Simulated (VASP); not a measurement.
# As (P6_3/mmc) in VASP: a series of runs

Runs on As. Level: PBE. Tasks: relaxation of cell and atoms, single point.

Program: VASP 6.6.1. These are calculated values, not measurements. Logs are shortened: lines on timing, memory, paths and dates and some standing lists are left out, and cuts for length are marked.

### Step 1. The cell of the first run

It takes space group P6_3/mmc (No. 194, hexagonal). Conventional cell: a = 3.637 Å, b = 3.637 Å, c = 9.256 Å, α = 90.00°, β = 90.00°, γ = 120.00°. Within 3.1 Å of As (site symmetry -3m) lie 6 As at 2.38 Å. Within 3.1 Å of As (site symmetry 3m) lie 7 As at 2.38 to 3.06 Å.

### Step 2. Relaxation of cell and atoms, PBE

Input file INCAR:

```
SYSTEM = As
ALGO = Normal ; EDIFF = 1E-7
EDIFFG = -0.04 ; ENCUT = 600
GGA = PE ; IBRION = 2
ISIF = 3 ; ISMEAR = 0
LASPH = .TRUE. ; LCHARG = .FALSE.
LREAL = .FALSE. ; LWAVE = .FALSE.
NELM = 100 ; NSW = 90
PREC = Accurate ; SIGMA = 0.1
```

Input file KPOINTS:

```
k-points
0
G
  6 6 2
  0 0 0
```

Input file POSCAR:

```
As
1.0
    3.6365760900      0.0000000000      0.0000000000
   -1.8182880500      3.1493672800      0.0000000000
    0.0000000000      0.0000000000      9.2564430200
As
6
Direct
    0.0000000000      0.0000000000      0.5000000000
    0.0000000000      0.0000000000      0.0000000000
    0.6666666700      0.3333333300      0.3797952800
    0.3333333300      0.6666666700      0.6202047200
    0.3333333300      0.6666666700      0.8797952800
    0.6666666700      0.3333333300      0.1202047200
```

Potentials or basis: VASP PAW PBE potentials, release 64 (As).

Run with:

```console
$ cat potpaw_PBE.64/As/POTCAR > POTCAR
$ mpirun -np 1 vasp_std > vasp.out
```

OUTCAR:

```text
SYSTEM = As
   EDIFF = 1E-7
   EDIFFG = -0.04
   ENCUT = 600
   GGA = PE
   IBRION = 2
   ISIF = 3
   ISMEAR = 0
   LASPH = .TRUE.
   LREAL = .FALSE.
   NELM = 100
   NSW = 90
   PREC = Accurate

 ion  position               nearest neighbor table
   1  0.000  0.000  0.500-   3 2.38   4 2.38   3 2.38   4 2.38   3 2.38   4 2.38
   2  0.000  0.000  0.000-   5 2.38   6 2.38   6 2.38   5 2.38   6 2.38   5 2.38
   3  0.667  0.333  0.380-   1 2.38   1 2.38   1 2.38   6 2.40
   4  0.333  0.667  0.620-   1 2.38   1 2.38   1 2.38   5 2.40
   5  0.333  0.667  0.880-   2 2.38   2 2.38   2 2.38   4 2.40
   6  0.667  0.333  0.120-   2 2.38   2 2.38   2 2.38   3 2.40

  LATTYP: Found a hexagonal cell.
 ALAT       =     3.6365760900
 C/A-ratio  =     2.5453731177

  Lattice vectors:

 A1 = (   3.6365760900,   0.0000000000,   0.0000000000)
 A2 = (  -1.8182880500,   3.1493672800,   0.0000000000)
 A3 = (   0.0000000000,   0.0000000000,   9.2564430200)

Analysis of symmetry for initial positions (statically):
=====================================================================
 Subroutine PRICEL returns:
 Original cell was already a primitive cell.

 Routine SETGRP: Setting up the symmetry group for a
 hexagonal supercell.

 Subroutine GETGRP returns: Found 24 space group operations
 (whereof 12 operations were pure point group operations)
 out of a pool of 24 trial point group operations.

The static configuration has the point symmetry D_3d.
 The point group associated with its full space group is D_6h.

Analysis of symmetry for dynamics (positions and initial velocities):
=====================================================================
 Subroutine PRICEL returns:
 Original cell was already a primitive cell.

 Routine SETGRP: Setting up the symmetry group for a
 hexagonal supercell.

 Subroutine GETGRP returns: Found 24 space group operations
 (whereof 12 operations were pure point group operations)
 out of a pool of 24 trial point group operations.

The dynamic configuration has the point symmetry D_3d.
 The point group associated with its full space group is D_6h.

 Subroutine INISYM returns: Found 24 space group operations
 (whereof 12 operations are pure point group operations),
 and found     1 'primitive' translations

----------------------------------------------------------------------------------------

                                     Primitive cell

  volume of cell :     106.0132

  direct lattice vectors                    reciprocal lattice vectors
     3.636576090  0.000000000  0.000000000     0.274983934  0.158762049  0.000000000
    -1.818288050  3.149367280  0.000000000     0.000000000  0.317524096  0.000000000
     0.000000000  0.000000000  9.256443020     0.000000000  0.000000000  0.108032859
[... 68 lines left out ...]
   ions per type =               6
   NGX,Y,Z   is equivalent  to a cutoff of  13.71, 13.71, 14.37 a.u.
   NGXF,Y,Z  is equivalent  to a cutoff of  27.43, 27.43, 28.74 a.u.
 SYSTEM =  As
   PREC   = accura    normal or accurate (medium, high low for compatibility)
   ISTART =      0    job   : 0-new  1-cont  2-samecut
   ICHARG =      2    charge: 1-file 2-atom 10-const
   ISPIN  =      1    spin polarized calculation?
   LNONCOLLINEAR =      F non collinear calculations
   LSORBIT =      F    spin-orbit coupling
   LASPH  =      T    aspherical Exc in radial PAW
   ENCUT  =  600.0 eV  44.10 Ry    6.64 a.u.   7.26  7.26 18.49*2*pi/ulx,y,z
   NELM   =    100;   NELMIN=  2; NELMDL= -5     # of ELM steps
   EDIFF  = 0.1E-06   stopping-criterion for ELM
   LREAL  =      F    real-space projection
   EDIFFG = -.4E-01   stopping-criterion for IOM
   NSW    =     90    number of steps for IOM
   IBRION =      2    ionic relax: 0-MD 1-quasi-New 2-CG
   NFREE  =      1    steps in history (QN), initial steepest desc. (CG)
   ISIF   =      3    stress and relaxation
   ISYM   =      2    0-nonsym 1-usesym 2-fastsym
   POTIM  = 0.5000    time-step for ionic-motion
   TEBEG  =    0.0;   TEEND  =   0.0 temperature during run
   PSTRESS=    0.0 pullay stress
   NELECT =      30.0000    total number of electrons
   NUPDOWN=      -1.0000    fix difference up-down
   EMIN   =  10.00;   EMAX   =-10.00  energy-range for DOS
   EFERMI =   0.00;   METHOD = LEGACY
   ISMEAR =     0;   SIGMA  =   0.10  broadening in eV -4-tet -1-fermi 0-gaus
   EFERMI_NEDOS =   21; number of points for ismear=-14 and -15
   IALGO  =     38    algorithm
   IMIX   =      4    mixing-type and parameters
     AMIX     =   0.40;   BMIX     =  1.00
     AMIX_MAG =   1.60;   BMIX_MAG =  1.00
  volume/ion in A,a.u.               =      17.67       119.24
  Fermi-wavevector in a.u.,A,eV,Ry     =   1.074802  2.031082 15.717447  1.155200
  Thomas-Fermi vector in A             =   2.210641
   LORBIT       =      0    0 simple, 1 ext, 2 COOP (PROOUT), +10 PAW based schemes
   GGA     = PE    functional components
   LHFCALC =     F    Hartree Fock is set to
   AEXX    =    0.0000 exact exchange contribution
   IVDW    =     0    specifies the selected vdW correction
   LEPSILON=     F    determine dielectric tensor
   LRPA    =     F    only Hartree local field effects (RPA)
 conjugate gradient relaxation of ions
 non-spin polarized calculation
 Gauss-broadening in eV      SIGMA  =   0.10
  energy-cutoff  :      600.00
  volume of cell :      106.01
 maximum number of plane-waves:      3564
 NGX is ok and might be reduce to    30
   NGX = 15   NGY = 15   NGZ = 37

--------------------------------------- Ionic step        1  -------------------------------------------

 number of electron      29.9999995 magnetization

 Free energy of the ion-electron system (eV)
  ---------------------------------------------------
  ext. energy  EPLUGINS =         0.00000000
  ---------------------------------------------------
  free energy    TOTEN  =       -21.76442467 eV

  energy without entropy =      -21.74145725  energy(sigma->0) =      -21.75294096

 E-fermi :   7.6239     XC(G=0): -10.7080

 val. band max:        7.5597114545   @ k =   0.1667   0.0000   0.0000
 cond. band min:       7.6362055451   @ k =   0.3333   0.1667   0.5000
 fundamental gap:      0.0764940905
 Fermi energy:         7.6238608638

 k-point     1 :       0.0000    0.0000    0.0000
  band No.  band energies     occupation
      1     -10.0796      2.00000
      2      -9.5792      2.00000
      3      -5.9346      2.00000
      4      -3.1421      2.00000
      5      -1.3838      2.00000
      6       3.7660      2.00000
[... 536 lines left out ...]
--------------------------------------- Ionic step        7  -------------------------------------------

 number of electron      30.0000006 magnetization

 Free energy of the ion-electron system (eV)
  ---------------------------------------------------
  ext. energy  EPLUGINS =         0.00000000
  ---------------------------------------------------
  free energy    TOTEN  =       -26.37446365 eV

  energy without entropy =      -26.34993968  energy(sigma->0) =      -26.36220167

 E-fermi :   3.7273     XC(G=0):  -9.2526

 val. band max:        3.6632639201   @ k =   0.3333   0.0000   0.0000
 cond. band min:       3.7588695058   @ k =   0.3333   0.1667   0.5000
 fundamental gap:      0.0956055857
 Fermi energy:         3.7273152507

 k-point     1 :       0.0000    0.0000    0.0000
  band No.  band energies     occupation
      1     -10.3021      2.00000
      2      -9.5427      2.00000
      3      -8.3037      2.00000
      4      -5.3668      2.00000
      5      -5.1779      2.00000
      6      -1.7843      2.00000
[... 330 lines left out ...]
  FREE ENERGIE OF THE ION-ELECTRON SYSTEM (eV)
  ---------------------------------------------------
  free  energy   TOTEN  =       -26.3744636506 eV

  energy  without entropy=      -26.3499396820  energy(sigma->0) =      -26.36220167

 reached required accuracy - stopping structural energy minimisation
```

OSZICAR:

```text
N       E                     dE             d eps       ncg     rms          rms(c)
DAV:   1     0.152881604631E+03    0.15288E+03   -0.14208E+04   532   0.155E+03
DAV:   2    -0.109891279669E+02   -0.16387E+03   -0.15972E+03   721   0.223E+02
DAV:   3    -0.217312365201E+02   -0.10742E+02   -0.10415E+02   650   0.554E+01
[... 67 lines left out ...]
DAV:   3    -0.263744710976E+02    0.31940E-03   -0.69495E-04   550   0.123E-01    0.149E-02
DAV:   4    -0.263744630770E+02    0.80206E-05   -0.38114E-05   624   0.319E-02    0.115E-02
DAV:   5    -0.263744633375E+02   -0.26050E-06   -0.15681E-06   665   0.708E-03    0.425E-03
DAV:   6    -0.263744636581E+02   -0.32058E-06   -0.25906E-07   418   0.326E-03    0.718E-04
DAV:   7    -0.263744636506E+02    0.75147E-08   -0.20035E-08   278   0.880E-04
   7 F= -.26374464E+02 E0= -.26362202E+02  d E =-.671552E-03
```

CONTCAR:

```text
As
   1.00000000000000
     4.1118829427608157   -0.0000000007624994   -0.0000000000000000
    -2.0559414776942608    3.5609950907540631    0.0000000000000000
     0.0000000000000000    0.0000000000000000   10.1050401672701131
  As
     6
Direct
     0.0000000000000000    0.0000000000000000    0.5000000000000000
     0.0000000000000000    0.0000000000000000    0.0000000000000000
     0.6666666699999979    0.3333333300000021    0.3677078307546952
     0.3333333300000021    0.6666666699999979    0.6322921692453046
     0.3333333300000021    0.6666666699999979    0.8677078307546954
     0.6666666699999979    0.3333333300000021    0.1322921692453048

  0.00000000E+00  0.00000000E+00  0.00000000E+00
  0.00000000E+00  0.00000000E+00  0.00000000E+00
  0.00000000E+00  0.00000000E+00  0.00000000E+00
  0.00000000E+00  0.00000000E+00  0.00000000E+00
  0.00000000E+00  0.00000000E+00  0.00000000E+00
  0.00000000E+00  0.00000000E+00  0.00000000E+00
```

Wall time 2.3 min (1 thread of Intel Xeon Platinum 8488C (Sapphire Rapids), shared host); peak memory 0.26 GiB.

What came out:

```
Free energy                            : -26.3745 eV
Relaxed volume                         : 24.66 Å³/atom
Relaxed cell                           : a = 4.112 Å, b = 4.112 Å, c = 10.105 Å, α = 90.00°, β = 90.00°, γ = 120.00°
Space group after relaxing (to 0.05 Å) : P6_3/mmc (No. 194)
Energy gained by relaxing              : 768.3 meV/atom
Ionic steps                            : 7
Pressure after relaxing                : 0.0 GPa
Largest force after relaxing           : 0.017 eV/Å
Band gap on the k mesh                 : zero (band 15 reaches 4.34 eV, above the bottom of band 16 at 3.08 eV)
```

Forces in eV/Å, atoms in the order of the input:
```
As   0.000  0.000  0.000
As   0.000  0.000  0.000
As   0.000  0.000  0.017
As   0.000  0.000 -0.017
As   0.000  0.000  0.017
As   0.000  0.000 -0.017
```

Stress tensor (GPa, compression positive):
```
 0.08  0.00  0.00
 0.00  0.08  0.00
 0.00  0.00 -0.07
```

Step by step:
```csv
step,energy change (eV),largest force (eV/Å),pressure (GPa),volume (Å³)
1,0.0000,3.6961,39.53,106.01
2,-3.3066,0.6885,-7.37,187.79
3,-4.6089,0.0236,-0.24,148.49
4,-4.6088,0.0601,0.12,147.54
5,-4.6094,0.0012,0.26,147.34
6,-4.6094,0.0001,0.25,147.34
7,-4.6100,0.0174,0.03,147.96
```

Final structure:
```
As
1.0
     4.11188    0.00000    0.00000
    -2.05594    3.56100    0.00000
     0.00000    0.00000   10.10504
As
6
Direct
  0.00000 0.00000 0.50000
  0.00000 0.00000 0.00000
  0.66667 0.33333 0.36771
  0.33333 0.66667 0.63229
  0.33333 0.66667 0.86771
  0.66667 0.33333 0.13229
```

Caveat: the volume moved by over 15 % at a fixed basis, so the end points are rough.

### Step 3. Single point, PBE

This run uses another cell than the first one, of 24.71 Å³/atom, 1.399 times its volume.

Input file INCAR:

```
SYSTEM = As
  PREC = Accurate
  ENCUT = 520
  EDIFF = 1E-6
  ISMEAR = 0
  SIGMA = 0.1
  LREAL = .False.
  LASPH = .True.
  NELM = 60
  ALGO = Normal
  ISIF = 2
  LWAVE = .False.
  LCHARG = .False.
  GGA = PE
  NBANDS = 24
```

Input file KPOINTS:

```
regular mesh
0
Gamma
  12 12 4
  0 0 0
```

Input file POSCAR:

```
As
1.0
    4.1215246122      0.0000000000      0.0000000000
   -2.0607623061      3.5693450165      0.0000000000
    0.0000000000      0.0000000000     10.0800995794
As
6
Direct
    0.0000000000      0.0000000000      0.5000000000
    0.0000000000      0.0000000000      0.0000000000
    0.6666666667      0.3333333333      0.3678901734
    0.3333333333      0.6666666667      0.6321098266
    0.3333333333      0.6666666667      0.8678901734
    0.6666666667      0.3333333333      0.1321098266
```

Potentials or basis: VASP PAW PBE potentials, release 64 (As).

Run with:

```console
$ cat potpaw_PBE.64/As/POTCAR > POTCAR
$ mpirun -np 1 vasp_std > vasp.out
```

Run time: 1.7 min. Hardware: 1 thread of Intel Xeon Platinum 8488C (Sapphire Rapids), shared host; peak memory 0.34 GiB.

It converged, with:

- Free energy: -26.4886 eV
- Pressure: 0.2 GPa
- Largest force: 0.043 eV/Å
- Band gap on the k mesh: zero (band 15 reaches 4.31 eV, above the bottom of band 16 at 3.04 eV)

Forces in eV/Å, atoms in the order of the input:
```
As   0.000  0.000  0.000
As   0.000  0.000  0.000
As   0.000  0.000  0.043
As   0.000  0.000 -0.043
As   0.000  0.000  0.043
As   0.000  0.000 -0.043
```

Stress tensor (GPa, compression positive):
```
0.09 0.00 0.00
0.00 0.09 0.00
0.00 0.00 0.34
```

Levels at points of the mesh, in eV from the Fermi level:
```
           k point  band 13  band 14  band 15  band 16  band 17  band 18
(0.00, 0.00, 0.00)    -1.34    -1.34     0.13     0.13     0.27     0.71
(0.50, 0.00, 0.00)    -1.78    -1.19     0.25     0.37     0.98     1.80
(0.00, 0.00, 0.50)    -0.66    -0.66    -0.66    -0.66     0.37     0.37
(0.50, 0.00, 0.50)    -0.60    -0.60    -0.30    -0.30     1.30     1.30
```
